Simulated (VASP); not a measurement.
# Si (Fd-3m) in VASP: a series of runs

Si is run at these levels: r2SCAN; tasks: single point, relaxation of cell and atoms.

Program: VASP 6.6.1. These are calculated values, not measurements. Logs are shortened: lines on timing, memory, paths and dates and some standing lists are left out, and cuts for length are marked.

## (1) The cell of the first run

The structure is cubic, space group Fd-3m (No. 227). Conventional cell: a = 5.437 Å, b = 5.437 Å, c = 5.437 Å, α = 90.00°, β = 90.00°, γ = 90.00°. Within 3.1 Å of Si (site symmetry -43m) lie 4 Si at 2.35 Å.

## (2) Single point, r2SCAN

Contents of POSCAR:

```
Si
1.0
    0.0000000000      2.7185000000      2.7185000000
    2.7185000000      0.0000000000      2.7185000000
    2.7185000000      2.7185000000      0.0000000000
Si
2
Direct
    0.5000000000      0.5000000000      0.5000000000
    0.7500000000      0.7500000000      0.7500000000
```

Contents of INCAR.step1:

```
SYSTEM = Si
PREC = Accurate
ENCUT = 520
ISMEAR = 0
SIGMA = 0.1
LREAL = .FALSE.
LASPH = .TRUE.
NELM = 100
NBANDS = 11
GGA = PE
ALGO = Normal
EDIFF = 1E-4
LWAVE = .TRUE.
LCHARG = .FALSE.
```

Contents of INCAR.step2:

```
SYSTEM = Si
PREC = Accurate
ENCUT = 520
EDIFF = 1E-6
ISMEAR = 0
SIGMA = 0.1
LREAL = .FALSE.
LASPH = .TRUE.
NELM = 100
ALGO = Normal
ISIF = 2
LWAVE = .FALSE.
LCHARG = .FALSE.
METAGGA = R2SCAN
LMIXTAU = .TRUE.
NBANDS = 11
ISTART = 1
```

Contents of KPOINTS:

```
Automatic mesh
0
G
  6 6 6
  0 0 0
```

Potentials or basis: VASP PAW PBE potentials, release 64 (Si).

Launch:

```
$ cat potpaw_PBE.64/Si/POTCAR > POTCAR
$ cp INCAR.step1 INCAR
$ mpirun -np 1 vasp_std > vasp.out
$ cp INCAR.step2 INCAR
$ mpirun -np 1 vasp_std > vasp.out
```

OUTCAR:

```text
SYSTEM = Si
   PREC = Accurate
   ENCUT = 520
   EDIFF = 1E-6
   ISMEAR = 0
   LREAL = .FALSE.
   LASPH = .TRUE.
   NELM = 100
   ISIF = 2
   METAGGA = R2SCAN
   ISTART = 1

 ion  position               nearest neighbor table
   1  0.500  0.500  0.500-   2 2.35   2 2.35   2 2.35   2 2.35
   2  0.750  0.750  0.750-   1 2.35   1 2.35   1 2.35   1 2.35

  LATTYP: Found a face centered cubic cell.
 ALAT       =     5.4370000000

  Lattice vectors:

 A1 = (   0.0000000000,   2.7185000000,   2.7185000000)
 A2 = (   2.7185000000,   0.0000000000,   2.7185000000)
 A3 = (   2.7185000000,   2.7185000000,   0.0000000000)

Analysis of symmetry for initial positions (statically):
=====================================================================
 Subroutine PRICEL returns:
 Original cell was already a primitive cell.

 Routine SETGRP: Setting up the symmetry group for a
 face centered cubic supercell.

 Subroutine GETGRP returns: Found 48 space group operations
 (whereof 24 operations were pure point group operations)
 out of a pool of 48 trial point group operations.

The static configuration has the point symmetry T_d .
 The point group associated with its full space group is O_h .

Analysis of symmetry for dynamics (positions and initial velocities):
=====================================================================
 Subroutine PRICEL returns:
 Original cell was already a primitive cell.

 Routine SETGRP: Setting up the symmetry group for a
 face centered cubic supercell.

 Subroutine GETGRP returns: Found 48 space group operations
 (whereof 24 operations were pure point group operations)
 out of a pool of 48 trial point group operations.

The dynamic configuration has the point symmetry T_d .
 The point group associated with its full space group is O_h .

 Subroutine INISYM returns: Found 48 space group operations
 (whereof 24 operations are pure point group operations),
 and found     1 'primitive' translations

----------------------------------------------------------------------------------------

                                     Primitive cell

  volume of cell :      40.1807

  direct lattice vectors                    reciprocal lattice vectors
     0.000000000  2.718500000  2.718500000    -0.183924959  0.183924959  0.183924959
     2.718500000  0.000000000  2.718500000     0.183924959 -0.183924959  0.183924959
     2.718500000  2.718500000  0.000000000     0.183924959  0.183924959 -0.183924959

  length of vectors
     3.844539569  3.844539569  3.844539569     0.318567373  0.318567373  0.318567373

  position of ions in fractional coordinates (direct lattice)
     0.500000000  0.500000000  0.500000000
     0.750000000  0.750000000  0.750000000

  ion indices of the primitive-cell ions
   primitive index   ion index
                 1           1
                 2           2

----------------------------------------------------------------------------------------

 KPOINTS: Automatic mesh

Automatic generation of k-mesh.
 Grid dimensions read from file:
 generate k-points for:    6    6    6

 Generating k-lattice:

  Cartesian coordinates                     Fractional coordinates (reciprocal lattice)
    -0.030654160  0.030654160  0.030654160     0.166666667  0.000000000  0.000000000
     0.030654160 -0.030654160  0.030654160     0.000000000  0.166666667  0.000000000
     0.030654160  0.030654160 -0.030654160     0.000000000  0.000000000  0.166666667

  Length of vectors
     0.053094562  0.053094562  0.053094562

  Shift w.r.t. Gamma in fractional coordinates (k-lattice)
     0.000000000  0.000000000  0.000000000

 Subroutine IBZKPT returns following result:
 ===========================================

 Found     16 irreducible k-points:

 Following reciprocal coordinates:
            Coordinates               Weight
  0.000000  0.000000  0.000000      1.000000
  0.166667  0.000000  0.000000      8.000000
  0.333333  0.000000  0.000000      8.000000
  0.500000  0.000000  0.000000      4.000000
  0.166667  0.166667  0.000000      6.000000
  0.333333  0.166667  0.000000     24.000000
[... 8 lines left out ...]
 -0.333333  0.333333  0.166667     24.000000
 -0.333333  0.500000  0.166667     12.000000
   k-points           NKPTS =     16   k-points in BZ     NKDIM =     16   number of bands    NBANDS=     11
   number of dos      NEDOS =    301   number of ions     NIONS =      2
   total plane-waves  NPLWV =  27000
   dimension x,y,z NGX =    30 NGY =   30 NGZ =   30
   dimension x,y,z NGXF=    60 NGYF=   60 NGZF=   60
   ions per type =               2
   NGX,Y,Z   is equivalent  to a cutoff of  12.97, 12.97, 12.97 a.u.
   NGXF,Y,Z  is equivalent  to a cutoff of  25.95, 25.95, 25.95 a.u.
 SYSTEM =  Si
   PREC   = accura    normal or accurate (medium, high low for compatibility)
   ISTART =      1    job   : 0-new  1-cont  2-samecut
   ICHARG =      0    charge: 1-file 2-atom 10-const
   ISPIN  =      1    spin polarized calculation?
   LNONCOLLINEAR =      F non collinear calculations
   LSORBIT =      F    spin-orbit coupling
   LASPH  =      T    aspherical Exc in radial PAW
   ENCUT  =  520.0 eV  38.22 Ry    6.18 a.u.   7.15  7.15  7.15*2*pi/ulx,y,z
   NELM   =    100;   NELMIN=  2; NELMDL=  0     # of ELM steps
   EDIFF  = 0.1E-05   stopping-criterion for ELM
   LREAL  =      F    real-space projection
   EDIFFG = 0.1E-04   stopping-criterion for IOM
   NSW    =      0    number of steps for IOM
   IBRION =     -1    ionic relax: 0-MD 1-quasi-New 2-CG
   NFREE  =      0    steps in history (QN), initial steepest desc. (CG)
   ISIF   =      2    stress and relaxation
   ISYM   =      2    0-nonsym 1-usesym 2-fastsym
   POTIM  = 0.5000    time-step for ionic-motion
   TEBEG  =    0.0;   TEEND  =   0.0 temperature during run
   PSTRESS=    0.0 pullay stress
   NELECT =       8.0000    total number of electrons
   NUPDOWN=      -1.0000    fix difference up-down
   EMIN   =  10.00;   EMAX   =-10.00  energy-range for DOS
   EFERMI =   0.00;   METHOD = LEGACY
   ISMEAR =     0;   SIGMA  =   0.10  broadening in eV -4-tet -1-fermi 0-gaus
   EFERMI_NEDOS =   21; number of points for ismear=-14 and -15
   IALGO  =     38    algorithm
   IMIX   =      4    mixing-type and parameters
     AMIX     =   0.40;   BMIX     =  1.00
     AMIX_MAG =   1.60;   BMIX_MAG =  1.00
  volume/ion in A,a.u.               =      20.09       135.58
  Fermi-wavevector in a.u.,A,eV,Ry     =   0.955943  1.806471 12.433381  0.913828
  Thomas-Fermi vector in A             =   2.084827
   LORBIT       =      0    0 simple, 1 ext, 2 COOP (PROOUT), +10 PAW based schemes
   METAGGA = R2SCAN    functional components
   LHFCALC =     F    Hartree Fock is set to
   AEXX    =    0.0000 exact exchange contribution
   IVDW    =     0    specifies the selected vdW correction
   LEPSILON=     F    determine dielectric tensor
   LRPA    =     F    only Hartree local field effects (RPA)
 non-spin polarized calculation
 Gauss-broadening in eV      SIGMA  =   0.10
  energy-cutoff  :      520.00
  volume of cell :       40.18
 maximum number of plane-waves:      1106
 NGX is ok and might be reduce to    30
   NGX = 15   NGY = 15   NGZ = 15

 number of electron       8.0000001 magnetization

 Free energy of the ion-electron system (eV)
  ---------------------------------------------------
  ext. energy  EPLUGINS =         0.00000000
  ---------------------------------------------------
  free energy    TOTEN  =       -17.52894584 eV

  energy without entropy =      -17.52894584  energy(sigma->0) =      -17.52894584

 E-fermi :   6.1357     XC(G=0):  -9.8374

 val. band max:        5.7088673607   @ k =   0.0000   0.0000   0.0000
 cond. band min:       6.6333046200   @ k =   0.5000   0.5000   0.0000
 fundamental gap:      0.9244372592
 Fermi energy:         6.1356545019

 k-point     1 :       0.0000    0.0000    0.0000
  band No.  band energies     occupation
      1      -6.7927      2.00000
      2       5.7089      2.00000
      3       5.7089      2.00000
      4       5.7089      2.00000
      5       8.4642      0.00000
      6       8.4642      0.00000
      7       8.4642      0.00000
      8       9.6565      0.00000
      9      13.8302      0.00000
     10      13.8302      0.00000
     11      14.3905      0.00000

 k-point     2 :       0.1667    0.0000    0.0000
  band No.  band energies     occupation
      1      -6.4136      2.00000
      2       3.2604      2.00000
      3       5.2340      2.00000
      4       5.2340      2.00000
      5       8.3707      0.00000
      6       9.1489      0.00000
      7       9.1489      0.00000
      8      11.7209      0.00000
      9      13.2018      0.00000
     10      13.2018      0.00000
     11      15.5198      0.00000

 k-point     3 :       0.3333    0.0000    0.0000
  band No.  band energies     occupation
      1      -5.3483      2.00000
      2       0.1703      2.00000
      3       4.6502      2.00000
      4       4.6502      2.00000
      5       7.8046      0.00000
      6       9.4684      0.00000
      7       9.4684      0.00000
      8      14.1736      0.00000
      9      14.1736      0.00000
     10      14.1882      0.00000
     11      15.5584      0.00000

 k-point     4 :       0.5000    0.0000    0.0000
  band No.  band energies     occupation
      1      -4.3487      2.00000
      2      -1.5427      2.00000
      3       4.4389      2.00000
      4       4.4389      2.00000
      5       7.5801      0.00000
      6       9.2959      0.00000
      7       9.2959      0.00000
      8      14.0378      0.00000
      9      16.8603      0.00000
     10      16.8603      0.00000
     11      17.7841      0.00000

 k-point     5 :       0.1667    0.1667    0.0000
  band No.  band energies     occupation
      1      -6.2845      2.00000
      2       3.6421      2.00000
      3       4.4558      2.00000
      4       4.4558      2.00000
      5       7.6188      0.00000
      6      10.3511      0.00000
      7      10.3511      0.00000
      8      10.4338      0.00000
      9      12.8672      0.00000
     10      14.4003      0.00000
     11      16.2181      0.00000
[... 99 lines left out ...]
 k-point    13 :       0.5000    0.5000    0.0000
  band No.  band energies     occupation
      1      -2.4373      2.00000
      2      -2.4373      2.00000
      3       2.7058      2.00000
      4       2.7058      2.00000
      5       6.6333      0.00000
      6       6.6333      0.00000
      7      16.5598      0.00000
      8      16.5598      0.00000
      9      17.3161      0.00000
     10      17.3161      0.00000
     11      18.9231      0.00000

 k-point    14 :       0.5000    0.3333    0.1667
  band No.  band energies     occupation
      1      -4.3894      2.00000
      2      -0.1513      2.00000
      3       1.9954      2.00000
      4       3.3102      2.00000
      5       8.8315      0.00000
      6       9.7451      0.00000
      7      10.3085      0.00000
      8      13.2525      0.00000
      9      15.3028      0.00000
     10      16.2804      0.00000
     11      19.6011      0.00000

 k-point    15 :      -0.3333    0.3333    0.1667
  band No.  band energies     occupation
      1      -3.3560      2.00000
      2      -1.4131      2.00000
      3       1.5417      2.00000
      4       2.8245      2.00000
      5       9.3535      0.00000
      6       9.5974      0.00000
      7      12.2425      0.00000
      8      12.7117      0.00000
      9      13.7804      0.00000
     10      17.5152      0.00000
     11      18.4404      0.00000

 k-point    16 :      -0.3333    0.5000    0.1667
  band No.  band energies     occupation
      1      -2.3127      2.00000
      2      -2.3127      2.00000
      3       1.9096      2.00000
      4       1.9096      2.00000
      5       8.7364      0.00000
      6       8.7364      0.00000
      7      12.9572      0.00000
      8      12.9572      0.00000
      9      16.9712      0.00000
     10      16.9712      0.00000
     11      19.4819      0.00000

------------------------ aborting loop because EDIFF is reached ----------------------------------------

  FORCE on cell =-STRESS in cart. coord.  units (eV):
  Direction    XX          YY          ZZ          XY          YZ          ZX
  --------------------------------------------------------------------------------------
  -------------------------------------------------------------------------------------
  Total        0.0548170      0.0548170      0.0548170      0.0000000     -0.0000000      0.0000000
  in kB        2.1857861      2.1857861      2.1857861      0.0000000     -0.0000000      0.0000000
  external PRESSURE =       2.1857861 kB  Pullay stress =       0.0000000 kB

 VOLUME and BASIS-vectors are now :
 -----------------------------------------------------------------------------
  energy-cutoff  :      520.00
  volume of cell :       40.18
      direct lattice vectors                 reciprocal lattice vectors
     0.000000000  2.718500000  2.718500000    -0.183924959  0.183924959  0.183924959
     2.718500000  0.000000000  2.718500000     0.183924959 -0.183924959  0.183924959
     2.718500000  2.718500000  0.000000000     0.183924959  0.183924959 -0.183924959

 POSITION                                       TOTAL-FORCE (eV/Angst)
 -----------------------------------------------------------------------------------
      2.71850      2.71850      2.71850        -0.000000     -0.000000     -0.000000
      4.07775      4.07775      4.07775         0.000000      0.000000      0.000000
 -----------------------------------------------------------------------------------
    total drift:                                0.000000     -0.000000     -0.000000

  FREE ENERGIE OF THE ION-ELECTRON SYSTEM (eV)
  ---------------------------------------------------
  free  energy   TOTEN  =       -17.5289458398 eV

  energy  without entropy=      -17.5289458398  energy(sigma->0) =      -17.52894584
```

It took 26 s on 1 thread of Intel Xeon 6975P-C, shared host; peak memory 0.16 GiB.

What came out:

* Free energy: -17.5289 eV
* Pressure: 0.2 GPa
* Band gap on the k mesh: 0.92 eV, indirect (least direct gap 2.76 eV)

Caveat: the PAW data sets were made with another functional, which shifts forces and pressure a little. A k mesh can miss the band edges.

## (3) Single point, r2SCAN

This run uses another cell than the first one, of 20.17 Å³/atom, 1.004 times its volume.

Contents of POSCAR:

```
Si
1.0
    0.0000000000      2.7220493453      2.7220493453
    2.7220493453      0.0000000000      2.7220493453
    2.7220493453      2.7220493453      0.0000000000
Si
2
Direct
    0.5000000000      0.5000000000      0.5000000000
    0.7500000000      0.7500000000      0.7500000000
```

Contents of INCAR.step1:

```
  PREC = Accurate
  ENCUT = 520
  ISMEAR = 0
  SIGMA = 0.02
  LREAL = F
  LASPH = T
  NELM = 60
  NBANDS = 11
  GGA = PE
  ALGO = Normal
  EDIFF = 1E-4
  LWAVE = T
  LCHARG = F
```

Contents of INCAR.step2:

```
  PREC = Accurate
  ENCUT = 520
  EDIFF = 1E-6
  ISMEAR = 0
  SIGMA = 0.02
  LREAL = F
  LASPH = T
  NELM = 60
  ALGO = Normal
  ISIF = 2
  LWAVE = F
  LCHARG = F
  METAGGA = R2SCAN
  LMIXTAU = T
  NBANDS = 11
  ISTART = 1
```

Contents of KPOINTS:

```
regular mesh
0
Gamma
  8 8 8
```

Potentials or basis: VASP PAW PBE potentials, release 64 (Si).

Launch:

```
$ cat potpaw_PBE.64/Si/POTCAR > POTCAR
$ cp INCAR.step1 INCAR
$ mpirun -np 1 vasp_std > vasp.out
$ cp INCAR.step2 INCAR
$ mpirun -np 1 vasp_std > vasp.out
```

Wall time 38 s (1 thread of Intel Xeon 6975P-C, shared host); peak memory 0.16 GiB.

It converged, with:

```yaml
Free_energy: -17.5471 eV
Pressure: -0.2 GPa
Band_gap_on_the_k_mesh: 0.83 eV, indirect (least direct gap 2.75 eV)
```

Levels at points of the mesh, in eV from the valence-band top:
```tsv
k point	band 2	band 3	band 4	band 5	band 6	band 7
(0.00, 0.00, 0.00)	0.00	0.00	0.00	2.75	2.75	2.75
(0.50, 0.00, 0.00)	-7.23	-1.27	-1.27	1.86	3.59	3.59
(0.50, 0.50, 0.00)	-8.13	-2.99	-2.99	0.93	0.93	10.82
```

Caveat: the PAW data sets were made with another functional, which shifts forces and pressure a little.

## (4) Relaxation of cell and atoms, r2SCAN

Contents of POSCAR:

```
Si
1.0
    0.0000000000      2.7185000000      2.7185000000
    2.7185000000      0.0000000000      2.7185000000
    2.7185000000      2.7185000000      0.0000000000
Si
2
Direct
    0.5000000000      0.5000000000      0.5000000000
    0.7500000000      0.7500000000      0.7500000000
```

Contents of INCAR.step1:

```
SYSTEM = Si
ALGO     = Normal         ! electronic algorithm
EDIFF    = 1E-4           ! SCF threshold, eV
ENCUT    = 600            ! plane-wave cutoff, eV
GGA      = PE             ! functional
ISMEAR   = 0              ! smearing method
LASPH    = .True.         ! aspherical terms in the spheres
LCHARG   = .False.        ! write CHGCAR
LREAL    = .False.        ! projectors in reciprocal space
LWAVE    = .True.         ! write WAVECAR
NELM     = 60             ! most SCF steps
PREC     = Accurate       ! precision mode
SIGMA    = 0.02           ! smearing width, eV
```

Contents of INCAR.step2:

```
SYSTEM = Si
ALGO     = Normal         ! electronic algorithm
EDIFF    = 1E-6           ! SCF threshold, eV
EDIFFG   = -0.002         ! ionic threshold
ENCUT    = 600            ! plane-wave cutoff, eV
IBRION   = 2              ! ionic algorithm
ISIF     = 3              ! what is computed and relaxed
ISMEAR   = 0              ! smearing method
ISTART   = 1            
LASPH    = .True.         ! aspherical terms in the spheres
LCHARG   = .False.        ! write CHGCAR
LMIXTAU  = .True.       
LREAL    = .False.        ! projectors in reciprocal space
LWAVE    = .False.        ! write WAVECAR
METAGGA  = R2SCAN         ! meta-GGA
NELM     = 60             ! most SCF steps
NSW      = 100            ! ionic steps
PREC     = Accurate       ! precision mode
SIGMA    = 0.02           ! smearing width, eV
```

Contents of KPOINTS:

```
k-points
0
Gamma
  8 8 8
  0 0 0
```

Launch:

```
$ cat potpaw_PBE.64/Si/POTCAR > POTCAR
$ cp INCAR.step1 INCAR
$ mpirun -np 1 vasp_std > vasp.out
$ cp INCAR.step2 INCAR
$ mpirun -np 1 vasp_std > vasp.out
```

Run time: 79 s. Hardware: 1 thread of Intel Xeon 6975P-C, shared host; peak memory 0.18 GiB.

It converged, with:

| Quantity | Value |
| --- | --- |
| Free energy | -17.5469 eV |
| Relaxed volume | 20.12 Å³/atom |
| Relaxed cell | a = 3.847 Å, b = 3.847 Å, c = 3.847 Å, α = 60.00°, β = 60.00°, γ = 60.00° |
| Space group after relaxing (to 0.05 Å) | Fd-3m (No. 227) |
| Energy gained by relaxing | 0.0 meV/atom |
| Ionic steps | 3 |
| Pressure after relaxing | 0.0 GPa |
| Band gap on the k mesh | 0.82 eV, indirect (least direct gap 2.76 eV) |

Final structure:
```
CELL_PARAMETERS angstrom
0.00000 2.71996 2.71996
2.71996 0.00000 2.71996
2.71996 2.71996 0.00000
ATOMIC_POSITIONS crystal
Si 0.50000 0.50000 0.50000
Si 0.75000 0.75000 0.75000
```

Levels at points of the mesh, in eV from the valence-band top:
```csv
k point,band 1,band 2,band 3,band 4,band 5,band 6,band 7,band 8
"(0.00, 0.00, 0.00)",-12.49,0.00,0.00,0.00,2.76,2.76,2.76,3.93
"(0.50, 0.00, 0.00)",-10.05,-7.24,-1.27,-1.27,1.87,3.59,3.59,8.33
"(0.50, 0.50, 0.00)",-8.14,-8.14,-3.00,-3.00,0.93,0.93,10.84,10.84
```

Caveat: the PAW data sets were made with another functional, which shifts forces and pressure a little. r2SCAN opens gaps a little over a GGA but as a rule still falls short of measured ones.

## (5) Summary

| task | cell | k mesh | cutoff (eV) | smearing | gap on the mesh (eV) | pressure (GPa) |
| --- | --- | --- | --- | --- | --- | --- |
| single point | a = 3.845 Å, angles 60.0°, 2 atoms | 6 × 6 × 6 | 520 | gaussian 0.1 eV | 0.92 | 0.2 |
| single point | a = 3.850 Å, angles 60.0°, 2 atoms | 8 × 8 × 8 | 520 | gaussian 0.02 eV | 0.83 | -0.2 |
| relaxation of cell and atoms | relaxed from a = 3.845 Å, angles 60.0°, 2 atoms | 8 × 8 × 8 | 600 | gaussian 0.02 eV | 0.82 | 0.0 |

Alike in all rows: level r2SCAN; potentials or basis VASP PAW PBE potentials, release 64 (Si); no spin polarisation.

Caveats: the PAW data sets were made with another functional, which shifts forces and pressure a little.

Absolute energies hang on the potentials; compare differences alone.
